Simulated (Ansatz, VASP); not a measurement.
One calculation of NiMoIrPdW, two programs

INCAR

```
PREC = Accurate
ENCUT = 520
EDIFF = 1E-8
ISMEAR = -1
SIGMA = 0.05
LREAL = F
LASPH = T
NELM = 150
ALGO = Fast
ISIF = 2
LWAVE = F
LCHARG = F
ISPIN = 2
MAGMOM = 1 1 0 0.6 0
LORBIT = 11
LMAXMIX = 4
GGA = PE
LEFG = T
NBANDS = 40
LUSENCCL = F
```

Contents of KPOINTS:

```
Automatic mesh
0
Gamma
  11 11 3
```

POSCAR

```
NiMoIrPdW
1.0
    2.7661600000      0.0000000000      0.0000000000
   -1.3830800000      2.3955700000      0.0000000000
    0.0000000000      0.0000000000     11.0229200000
Ni Mo Pd Ir W
1 1 1 1 1
Direct
    0.3333300000      0.6666700000      0.5971200000
    0.0000000000      0.0000000000      0.4107400000
    0.6666700000      0.3333300000      0.7952000000
    0.6666700000      0.3333300000      0.1996000000
    0.3333300000      0.6666700000      0.9973400000
```

File input.yaml:

```yaml
crystal:
  lattice:
    - [2.76616, 0.0, 0.0]
    - [-1.38308, 2.39557, 0.0]
    - [0.0, 0.0, 11.02292]
  atoms:
    - { symbol: Ni, position: [0.33333, 0.66667, 0.59712], spin: 1.0 }
    - { symbol: Mo, position: [0.0, 0.0, 0.41074], spin: 1.0 }
    - { symbol: Pd, position: [0.66667, 0.33333, 0.7952] }
    - { symbol: Ir, position: [0.66667, 0.33333, 0.1996], spin: 0.6 }
    - { symbol: W, position: [0.33333, 0.66667, 0.99734] }
hamiltonian:
  xc: pbe
  pseudopotentials: { kind: paw, frozen_core: stored }
magnetization:
  spin_polarized: true
kpoints:
  mp_grid: { grid: [11, 11, 3] }
scf:
  occupations: { method: fermi_dirac, width: 0.05 }
output:
  forces: true
  stress: true
  eigenvalues: true
  efg: {}
  write_density: true
  write_potential: true
  elf: true
  volumetric_format: npy
```

Alike in both runs: task electric field gradients; functional PBE; k mesh 11 × 11 × 3; occupations fermi-dirac, width 0.05 eV; collinear spin.

|  | VASP | Ansatz |
| --- | --- | --- |
| version | VASP 6.6.1 | Ansatz 0.2.0 |
| potentials or method | VASP PAW PBE potentials, release 64 (Ni, Mo_sv, Pd, Ir, W_sv) | Ansatz PAW |
| plane-wave cutoff (eV) | 520 | 420 |
| valence electrons in the cell | 57 | 81 |

VASP gave:

- gap on the k mesh at the Fermi level (eV): none
- pressure (GPa): 0.5
- traceless stress, the component that is largest in VASP (GPa): -0.99
- rms of the force components (eV/Å): 0.049
- net moment per atom (μB): 0.00
- size of Vzz on the site where it differs most (V/Å²): 37.3

Estimate Ansatz's values.

gap on the k mesh at the Fermi level (eV): none; pressure (GPa): 0.1; traceless stress, the component that is largest in VASP (GPa): -0.93; rms of the force components (eV/Å): 0.049; net moment per atom (μB): 0.00; size of Vzz on the site where it differs most (V/Å²): 58.2.

Atom by atom the forces differ by 0.011 eV/Å (rms over components). A gap of «none» marks a metal or a gap that the smearing closes. VASP's potentials hold 57 valence electrons a cell and Ansatz's 81, so a difference there can come from the potentials and not from the codes.

Spin-orbit coupling is off throughout.
